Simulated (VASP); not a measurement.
## SnO: single point with PBE+D3(BJ)

SnO, a slab with vacuum:

```
Sn O
1.0
     3.82016    0.00000    0.00000
     0.00000    3.82016    0.00000
     0.00000    0.00000   22.22608
Sn O
4 4
Direct
  0.75000 0.25000 0.20246
  0.25000 0.75000 0.30878
  0.50000 0.12500 0.50000
  0.00000 0.62500 0.60632
  0.25000 0.25000 0.25562
  0.75000 0.75000 0.25562
  0.00000 0.12500 0.55316
  0.50000 0.62500 0.55316
```

This cell differs from its parent crystal: layers slid over each other.

```json
{
  "Program": "VASP 6.6.1",
  "Task": "single point",
  "Functional": "PBE",
  "Dispersion": "D3(BJ)",
  "Potentials or basis": "VASP PAW PBE potentials, release 64 (Sn_d, O)",
  "Cutoff": "520 eV",
  "k mesh": "7 × 7 × 1",
  "Occupations": "gaussian, width 0.05 eV",
  "Spin": "no spin polarisation"
}
```

```json
{
  "Largest force": "0.156 eV/Å",
  "Band gap on the k mesh": "2.56 eV (least direct gap 2.59 eV)",
  "Dispersion energy per atom": "-0.154 eV"
}
```

Forces on the atoms (eV/Å):
```
Sn  -0.003 -0.002 -0.081
Sn  -0.010 -0.011  0.156
Sn   0.010  0.011 -0.156
Sn   0.003  0.002  0.081
O    0.005 -0.012  0.008
O   -0.015  0.004  0.009
O    0.015 -0.004 -0.009
O   -0.005  0.012 -0.008
```

Levels at points of the mesh, in eV from the valence-band top:
```
           k point  band 38  band 39  band 40  band 41  band 42  band 43
(0.00, 0.00, 0.00)    -1.92    -0.55    -0.02     2.56     2.90     2.90
```

It took 5.7 min on 1 thread of Intel(R) Xeon(R) Platinum 8488C (Sapphire Rapids) (shared host), peak memory 0.51 GiB.

Caveat: the cell differs from its parent crystal (layers slid over each other); spin-orbit coupling is left out, which moves the levels of the heavy elements.
